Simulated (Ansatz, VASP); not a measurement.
ScGa5S: VASP beside Ansatz

```xyz
7
Lattice="4.3922 0.0000 0.0000 0.0000 4.5758 0.0000 0.0000 0.0000 6.6444" Properties=species:S:1:pos:R:3 pbc="T T T"
Sc    0.0000    0.0000    3.3222
Ga    2.6965    3.7609    1.8528
Ga    1.6957    3.7609    4.7916
Ga    1.6957    0.8149    1.8528
Ga    2.6965    0.8149    4.7916
Ga    0.0000    2.2879    0.0000
S     0.0000    2.2879    3.3222
```

Alike in both runs: task relaxation of cell and atoms; functional PBE; k mesh 4 × 4 × 3; occupations gaussian, width 0.2 eV; no spin polarisation.

|  | VASP | Ansatz |
| --- | --- | --- |
| version | VASP 6.6.1 | Ansatz 0.2.0 |
| potentials or method | VASP PAW PBE potentials, release 64 (Sc_sv, Ga_d, S), cutoff 600 eV | scalar-relativistic, plane waves, PAW |
| valence electrons in the cell | 82 | 82 |

|  | VASP | Ansatz | Ansatz less VASP |
| --- | --- | --- | --- |
| gap on the k mesh at the Fermi level, each at its own relaxed structure (eV) | none | none | - |
| relaxed volume (Å³/atom) | 20.43 | 21.12 | +0.682 |
| relaxed length of the cell vector where the two differ most in proportion (Å) | 3.967 | 4.380 | +0.4130 |

A gap of «none» marks a metal or a gap that the smearing closes. One of these differences is far larger than is usual between the two programs; its cause wasn't traced.
